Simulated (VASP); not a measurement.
# Ge (Imma) in VASP: a series of runs

Ge is run at these levels: r2SCAN; tasks: single point.

All numbers are computed with VASP 6.6.1; they aren't measurements. Logs are shortened: lines on timing, memory, paths and dates and some standing lists are left out, and cuts for length are marked.

### Step 1. The cell of the first run

It takes space group Imma (No. 74, orthorhombic). Conventional cell: a = 3.965 Å, b = 4.035 Å, c = 5.658 Å, α = 90.00°, β = 90.00°, γ = 90.00°. Ge (site symmetry mm2) has 4 Ge at 2.44 to 2.46 Å within 3.2 Å.

### Step 2. Single point, r2SCAN (strain +0.0175 x Voigt [0, 0, 0, 0, 0, 1])

File POSCAR:

```
Ge
1.0
    0.0247517375      2.8287700000      2.8287700000
    2.8287700000      0.0247517375      2.8287700000
    2.8535217375      2.8535217375      0.0000000000
Ge
2
Direct
    0.5000000000      0.5000000000      0.5000000000
    0.7500000000      0.7500000000      0.7500000000
```

File INCAR.step1:

```
SYSTEM = Ge
PREC = Accurate
ENCUT = 520
ISMEAR = 0
SIGMA = 0.05
LREAL = .False.
LASPH = .True.
NELM = 80
NBANDS = 21
GGA = PE
ALGO = Normal
EDIFF = 1E-4
LWAVE = .True.
LCHARG = .False.
```

File INCAR.step2:

```
SYSTEM = Ge
PREC = Accurate
ENCUT = 520
EDIFF = 1E-6
ISMEAR = 0
SIGMA = 0.05
LREAL = .False.
LASPH = .True.
NELM = 80
ALGO = Normal
ISIF = 2
LWAVE = .False.
LCHARG = .False.
METAGGA = R2SCAN
LMIXTAU = .True.
NBANDS = 21
ISTART = 1
```

File KPOINTS:

```
Automatic mesh
0
Gamma
  10 10 10
  0 0 0
```

Potentials or basis: VASP PAW PBE potentials, release 64 (Ge_d).

Started as:

```
cat potpaw_PBE.64/Ge_d/POTCAR > POTCAR
cp INCAR.step1 INCAR
mpirun -np 1 vasp_std > vasp.out
cp INCAR.step2 INCAR
mpirun -np 1 vasp_std > vasp.out
```

OUTCAR:

```text
SYSTEM = Ge
   PREC = Accurate
   ENCUT = 520
   EDIFF = 1E-6
   ISMEAR = 0
   LREAL = .False.
   LASPH = .True.
   NELM = 80
   ISIF = 2
   METAGGA = R2SCAN
   ISTART = 1

 ion  position               nearest neighbor table
   1  0.500  0.500  0.500-   2 2.44   2 2.44   2 2.46   2 2.46
   2  0.750  0.750  0.750-   1 2.44   1 2.44   1 2.46   1 2.46

  LATTYP: Found a body centered orthorhombic cell.
 ALAT       =     3.9654806560
 B/A-ratio  =     1.0176544767
 C/A-ratio  =     1.4266971625

  Lattice vectors:

 A1 = (   2.8287700000,   0.0247517375,  -2.8287700000)
 A2 = (  -2.8287700000,  -0.0247517375,  -2.8287700000)
 A3 = (   0.0247517375,   2.8287700000,   2.8287700000)

Analysis of symmetry for initial positions (statically):
=====================================================================
 Subroutine PRICEL returns:
 Original cell was already a primitive cell.

 Routine SETGRP: Setting up the symmetry group for a
 body centered orthorhombic supercell.

 Subroutine GETGRP returns: Found  8 space group operations
 (whereof  4 operations were pure point group operations)
 out of a pool of  8 trial point group operations.

The static configuration has the point symmetry C_2v.
 The point group associated with its full space group is D_2h.

Analysis of symmetry for dynamics (positions and initial velocities):
=====================================================================
 Subroutine PRICEL returns:
 Original cell was already a primitive cell.

 Routine SETGRP: Setting up the symmetry group for a
 body centered orthorhombic supercell.

 Subroutine GETGRP returns: Found  8 space group operations
 (whereof  4 operations were pure point group operations)
 out of a pool of  8 trial point group operations.

The dynamic configuration has the point symmetry C_2v.
 The point group associated with its full space group is D_2h.

 Subroutine INISYM returns: Found  8 space group operations
 (whereof  4 operations are pure point group operations),
 and found     1 'primitive' translations

----------------------------------------------------------------------------------------

                                     Primitive cell

  volume of cell :      45.2678

  direct lattice vectors                    reciprocal lattice vectors
     0.024751737  2.828770000  2.828770000    -0.178315529  0.178315529  0.176755268
     2.828770000  0.024751737  2.828770000     0.178315529 -0.178315529  0.176755268
     2.853521737  2.853521737  0.000000000     0.175222075  0.175222075 -0.176755268

  length of vectors
     4.000561470  4.000561470  4.035489142     0.307953374  0.307953374  0.304381300

  position of ions in fractional coordinates (direct lattice)
     0.500000000  0.500000000  0.500000000
     0.750000000  0.750000000  0.750000000

  ion indices of the primitive-cell ions
   primitive index   ion index
                 1           1
                 2           2

----------------------------------------------------------------------------------------

 KPOINTS: Automatic mesh

Automatic generation of k-mesh.
 Grid dimensions read from file:
 generate k-points for:   10   10   10

 Generating k-lattice:

  Cartesian coordinates                     Fractional coordinates (reciprocal lattice)
    -0.017831553  0.017831553  0.017675527     0.100000000  0.000000000  0.000000000
     0.017831553 -0.017831553  0.017675527     0.000000000  0.100000000  0.000000000
     0.017522208  0.017522208 -0.017675527     0.000000000  0.000000000  0.100000000

  Length of vectors
     0.030795337  0.030795337  0.030438130

  Shift w.r.t. Gamma in fractional coordinates (k-lattice)
     0.000000000  0.000000000  0.000000000

 Subroutine IBZKPT returns following result:
 ===========================================

 Found    171 irreducible k-points:

 Following reciprocal coordinates:
            Coordinates               Weight
  0.000000  0.000000  0.000000      1.000000
  0.100000 -0.000000  0.000000      4.000000
  0.200000 -0.000000  0.000000      4.000000
  0.300000  0.000000  0.000000      4.000000
  0.400000  0.000000  0.000000      4.000000
  0.500000  0.000000  0.000000      2.000000
[... 16 lines left out ...]
  0.300000  0.300000  0.000000      2.000000
  0.400000  0.300000  0.000000      4.000000
 [... further k-points ...]
   k-points           NKPTS =    171   k-points in BZ     NKDIM =    171   number of bands    NBANDS=     21
   number of dos      NEDOS =    301   number of ions     NIONS =      2
   total plane-waves  NPLWV =  27000
   dimension x,y,z NGX =    30 NGY =   30 NGZ =   30
   dimension x,y,z NGXF=    60 NGYF=   60 NGZF=   60
   ions per type =               2
   NGX,Y,Z   is equivalent  to a cutoff of  12.47, 12.47, 12.36 a.u.
   NGXF,Y,Z  is equivalent  to a cutoff of  24.93, 24.93, 24.72 a.u.
 SYSTEM =  Ge
   PREC   = accura    normal or accurate (medium, high low for compatibility)
   ISTART =      1    job   : 0-new  1-cont  2-samecut
   ICHARG =      0    charge: 1-file 2-atom 10-const
   ISPIN  =      1    spin polarized calculation?
   LNONCOLLINEAR =      F non collinear calculations
   LSORBIT =      F    spin-orbit coupling
   LASPH  =      T    aspherical Exc in radial PAW
   ENCUT  =  520.0 eV  38.22 Ry    6.18 a.u.   7.44  7.44  7.50*2*pi/ulx,y,z
   NELM   =     80;   NELMIN=  2; NELMDL=  0     # of ELM steps
   EDIFF  = 0.1E-05   stopping-criterion for ELM
   LREAL  =      F    real-space projection
   EDIFFG = 0.1E-04   stopping-criterion for IOM
   NSW    =      0    number of steps for IOM
   IBRION =     -1    ionic relax: 0-MD 1-quasi-New 2-CG
   NFREE  =      0    steps in history (QN), initial steepest desc. (CG)
   ISIF   =      2    stress and relaxation
   ISYM   =      2    0-nonsym 1-usesym 2-fastsym
   POTIM  = 0.5000    time-step for ionic-motion
   TEBEG  =    0.0;   TEEND  =   0.0 temperature during run
   PSTRESS=    0.0 pullay stress
   NELECT =      28.0000    total number of electrons
   NUPDOWN=      -1.0000    fix difference up-down
   EMIN   =  10.00;   EMAX   =-10.00  energy-range for DOS
   EFERMI =   0.00;   METHOD = LEGACY
   ISMEAR =     0;   SIGMA  =   0.05  broadening in eV -4-tet -1-fermi 0-gaus
   EFERMI_NEDOS =   21; number of points for ismear=-14 and -15
   IALGO  =     38    algorithm
   IMIX   =      4    mixing-type and parameters
     AMIX     =   0.40;   BMIX     =  1.00
     AMIX_MAG =   1.60;   BMIX_MAG =  1.00
  volume/ion in A,a.u.               =      22.63       152.74
  Fermi-wavevector in a.u.,A,eV,Ry     =   1.394861  2.635905 26.472004  1.945637
  Thomas-Fermi vector in A             =   2.518369
   LORBIT       =      0    0 simple, 1 ext, 2 COOP (PROOUT), +10 PAW based schemes
   METAGGA = R2SCAN    functional components
   LHFCALC =     F    Hartree Fock is set to
   AEXX    =    0.0000 exact exchange contribution
   IVDW    =     0    specifies the selected vdW correction
   LEPSILON=     F    determine dielectric tensor
   LRPA    =     F    only Hartree local field effects (RPA)
 non-spin polarized calculation
 Gauss-broadening in eV      SIGMA  =   0.05
  energy-cutoff  :      520.00
  volume of cell :       45.27
 maximum number of plane-waves:      1243
 NGX is ok and might be reduce to    30
   NGX = 15   NGY = 15   NGZ = 15

 number of electron      28.0000019 magnetization

 Free energy of the ion-electron system (eV)
  ---------------------------------------------------
  ext. energy  EPLUGINS =         0.00000000
  ---------------------------------------------------
  free energy    TOTEN  =       -27.73760721 eV

  energy without entropy =      -27.73760721  energy(sigma->0) =      -27.73760721

 E-fermi :   4.9919     XC(G=0): -10.8204

 val. band max:        4.8189739234   @ k =   0.0000   0.0000   0.0000
 cond. band min:       5.1691409623   @ k =   0.5000   0.0000   0.0000
 fundamental gap:      0.3501670389
 Fermi energy:         4.9918691319

 k-point     1 :       0.0000    0.0000    0.0000
  band No.  band energies     occupation
      1     -20.7019      2.00000
      2     -20.6920      2.00000
      3     -20.6821      2.00000
      4     -20.6527      2.00000
      5     -20.6524      2.00000
      6     -20.4440      2.00000
[... 13 lines left out ...]
     20      14.7404      0.00000
     21      14.7437      0.00000

 k-point     2 :       0.1000   -0.0000    0.0000
  band No.  band energies     occupation
      1     -20.7039      2.00000
      2     -20.6939      2.00000
      3     -20.6896      2.00000
      4     -20.6441      2.00000
      5     -20.6427      2.00000
      6     -20.4494      2.00000
[... 13 lines left out ...]
     20      14.0035      0.00000
     21      14.0548      0.00000

 k-point     3 :       0.2000   -0.0000    0.0000
  band No.  band energies     occupation
      1     -20.7110      2.00000
      2     -20.6999      2.00000
      3     -20.6910      2.00000
      4     -20.6281      2.00000
      5     -20.6270      2.00000
      6     -20.4588      2.00000
[... 13 lines left out ...]
     20      13.4525      0.00000
     21      13.5816      0.00000

 k-point     4 :       0.3000    0.0000    0.0000
  band No.  band energies     occupation
      1     -20.7166      2.00000
      2     -20.7066      2.00000
      3     -20.6853      2.00000
      4     -20.6152      2.00000
      5     -20.6143      2.00000
      6     -20.4650      2.00000
[... 13 lines left out ...]
     20      13.8312      0.00000
     21      14.0038      0.00000

 k-point     5 :       0.4000    0.0000    0.0000
  band No.  band energies     occupation
      1     -20.7191      2.00000
      2     -20.7095      2.00000
      3     -20.6804      2.00000
      4     -20.6097      2.00000
      5     -20.6065      2.00000
      6     -20.4688      2.00000
[... 13 lines left out ...]
     20      15.1351      0.00000
     21      15.3718      0.00000

 k-point     6 :       0.5000    0.0000    0.0000
  band No.  band energies     occupation
      1     -20.7197      2.00000
      2     -20.7102      2.00000
      3     -20.6785      2.00000
      4     -20.6084      2.00000
      5     -20.6042      2.00000
      6     -20.4701      2.00000
[... 13 lines left out ...]
     20      16.5952      0.00000
     21      16.7724      0.00000

 k-point     7 :       0.1000    0.1000    0.0000
  band No.  band energies     occupation
      1     -20.7054      2.00000
      2     -20.6981      2.00000
      3     -20.6864      2.00000
      4     -20.6463      2.00000
      5     -20.6358      2.00000
      6     -20.4592      2.00000
[... 13 lines left out ...]
     20      13.1076      0.00000
     21      14.9224      0.00000
[... 291 lines left out ...]
      1     -20.7418      2.00000
      2     -20.7188      2.00000
      3     -20.6491      2.00000
      4     -20.5853      2.00000
      5     -20.5779      2.00000
      6     -20.5013      2.00000
[... 13 lines left out ...]
     20      14.6317      0.00000
     21      16.3813      0.00000

 k-point    21 :      -0.3000    0.2000    0.0000
  band No.  band energies     occupation
      1     -20.7350      2.00000
      2     -20.7198      2.00000
      3     -20.6549      2.00000
      4     -20.6023      2.00000
      5     -20.5763      2.00000
      6     -20.5024      2.00000
[... 13 lines left out ...]
     20      14.9269      0.00000
     21      17.0192      0.00000

 k-point    22 :      -0.2000    0.2000    0.0000
  band No.  band energies     occupation
      1     -20.7231      2.00000
      2     -20.7169      2.00000
      3     -20.6716      2.00000
      4     -20.6150      2.00000
      5     -20.5890      2.00000
      6     -20.4944      2.00000
[... 13 lines left out ...]
     20      15.4425      0.00000
     21      16.0380      0.00000

 k-point    23 :       0.3000    0.3000    0.0000
  band No.  band energies     occupation
      1     -20.7240      2.00000
      2     -20.7084      2.00000
      3     -20.6929      2.00000
      4     -20.6015      2.00000
      5     -20.5623      2.00000
      6     -20.5445      2.00000
[... 13 lines left out ...]
     20      16.3567      0.00000
     21      16.7304      0.00000

 k-point    24 :       0.4000    0.3000    0.0000
  band No.  band energies     occupation
      1     -20.7336      2.00000
      2     -20.7135      2.00000
      3     -20.6762      2.00000
      4     -20.5855      2.00000
      5     -20.5677      2.00000
      6     -20.5390      2.00000
[... 13 lines left out ...]
     20      17.1414      0.00000
     21      17.1733      0.00000

 [... further k-points ...]
[... 5 lines left out ...]
  --------------------------------------------------------------------------------------
  -------------------------------------------------------------------------------------
  Total        0.2133609      0.2133609      0.2084340     -0.4397665      0.0000000      0.0000000
  in kB        7.5515430      7.5515430      7.3771654    -15.5647839      0.0000000      0.0000000
  external PRESSURE =       7.4934171 kB  Pullay stress =       0.0000000 kB

 VOLUME and BASIS-vectors are now :
 -----------------------------------------------------------------------------
  energy-cutoff  :      520.00
  volume of cell :       45.27
      direct lattice vectors                 reciprocal lattice vectors
     0.024751737  2.828770000  2.828770000    -0.178315529  0.178315529  0.176755268
     2.828770000  0.024751737  2.828770000     0.178315529 -0.178315529  0.176755268
     2.853521737  2.853521737  0.000000000     0.175222075  0.175222075 -0.176755268

 POSITION                                       TOTAL-FORCE (eV/Angst)
 -----------------------------------------------------------------------------------
      2.85352      2.85352      2.82877         0.000000      0.000000      0.152991
      4.28028      4.28028      4.24315        -0.000000     -0.000000     -0.152991
 -----------------------------------------------------------------------------------
    total drift:                                0.000000     -0.000000     -0.000000

  FREE ENERGIE OF THE ION-ELECTRON SYSTEM (eV)
  ---------------------------------------------------
  free  energy   TOTEN  =       -27.7376072117 eV

  energy  without entropy=      -27.7376072113  energy(sigma->0) =      -27.73760721
```

Wall time 5.1 min (1 thread of AMD EPYC 9R45 (Zen 5), shared host); peak memory 0.23 GiB.

Results:

```
Free energy            : -27.7376 eV
Pressure               : 0.7 GPa
Largest force          : 0.153 eV/Å
Band gap on the k mesh : 0.35 eV (least direct gap 0.38 eV)
```

Forces in eV/Å, atoms in the order of the input:
```
Ge   0.000  0.000  0.153
Ge   0.000  0.000 -0.153
```

Levels at points of the mesh, in eV from the valence-band top:
```csv
k point,band 10,band 11,band 12,band 13,band 14,band 15,band 16,band 17,band 18,band 19
"(0.00, 0.00, 0.00)",-25.23,-13.32,-0.03,-0.02,0.00,0.38,2.56,2.71,2.83,7.05
"(0.50, 0.00, 0.00)",-25.21,-11.07,-7.91,-1.55,-1.54,0.35,3.88,4.03,7.59,11.15
"(0.50, 0.50, 0.00)",-25.19,-9.33,-9.14,-3.33,-3.15,0.85,1.07,10.06,10.12,12.25
"(0.00, 0.00, 0.50)",-25.20,-11.19,-7.86,-1.46,-1.45,0.51,3.94,4.09,7.69,11.13
"(0.50, 0.00, 0.50)",-25.20,-9.23,-9.23,-3.24,-3.24,0.96,0.96,10.07,10.07,12.35
```

Caveat: the cell differs from its parent crystal (strain +0.0175 x Voigt [0, 0, 0, 0, 0, 1]); semilocal functionals underestimate gaps, and a narrow one can read as zero; the PAW data sets were made with another functional, which shifts forces and pressure a little.

### Step 3. Single point, r2SCAN (strain +0.0125 x Voigt [0, 0, 0, 0, 0, 1])

File POSCAR:

```
Ge
1.0
    0.0176798125      2.8287700000      2.8287700000
    2.8287700000      0.0176798125      2.8287700000
    2.8464498125      2.8464498125      0.0000000000
Ge
2
Direct
    0.5000000000      0.5000000000      0.5000000000
    0.7500000000      0.7500000000      0.7500000000
```

File INCAR.step1:

```
SYSTEM = Ge
PREC = Accurate ; ENCUT = 520
ISMEAR = 0 ; SIGMA = 0.05
LREAL = .False. ; LASPH = .True.
NELM = 100 ; NBANDS = 21
GGA = PE ; ALGO = Normal
EDIFF = 1E-4 ; LWAVE = .True.
LCHARG = .False.
```

File INCAR.step2:

```
SYSTEM = Ge
PREC = Accurate ; ENCUT = 520
EDIFF = 1E-6 ; ISMEAR = 0
SIGMA = 0.05 ; LREAL = .False.
LASPH = .True. ; NELM = 100
ALGO = Normal ; ISIF = 2
LWAVE = .False. ; LCHARG = .False.
METAGGA = R2SCAN ; LMIXTAU = .True.
NBANDS = 21 ; ISTART = 1
```

File KPOINTS:

```
regular mesh
0
Gamma
  10 10 10
  0 0 0
```

Potentials or basis: VASP PAW PBE potentials, release 64 (Ge_d).

Started as:

```
cat potpaw_PBE.64/Ge_d/POTCAR > POTCAR
cp INCAR.step1 INCAR
mpirun -np 1 vasp_std > vasp.out
cp INCAR.step2 INCAR
mpirun -np 1 vasp_std > vasp.out
```

Run time: 5.3 min. Hardware: 1 thread of AMD EPYC 9R45 (Zen 5), shared host; peak memory 0.23 GiB.

The run converged. Its results:

```yaml
Free_energy: -27.7395 eV
Pressure: 0.7 GPa
Largest_force: 0.109 eV/Å
Band_gap_on_the_k_mesh: 0.38 eV (least direct gap 0.39 eV)
```

Forces on the atoms (eV/Å):
```
Ge   0.000  0.000  0.109
Ge   0.000  0.000 -0.109
```

Stress tensor (GPa, compression positive):
```
 0.73 -1.11  0.00
-1.11  0.73  0.00
 0.00  0.00  0.72
```

Levels at points of the mesh, in eV from the valence-band top:
| k point | band 12 | band 13 | band 14 | band 15 | band 16 | band 17 |
| --- | --- | --- | --- | --- | --- | --- |
| (0.00, 0.00, 0.00) | -0.02 | -0.01 | 0.00 | 0.39 | 2.61 | 2.71 |
| (0.50, 0.00, 0.00) | -7.90 | -1.53 | -1.52 | 0.38 | 3.92 | 4.02 |
| (0.50, 0.50, 0.00) | -9.16 | -3.30 | -3.17 | 0.88 | 1.04 | 10.08 |
| (0.00, 0.00, 0.50) | -7.86 | -1.47 | -1.46 | 0.49 | 3.96 | 4.06 |
| (0.50, 0.00, 0.50) | -9.23 | -3.24 | -3.24 | 0.96 | 0.96 | 10.09 |

Caveat: the cell differs from its parent crystal (strain +0.0125 x Voigt [0, 0, 0, 0, 0, 1]); semilocal functionals underestimate gaps, and a narrow one can read as zero; the PAW data sets were made with another functional, which shifts forces and pressure a little.

(Part 1 of 2 ends here.)
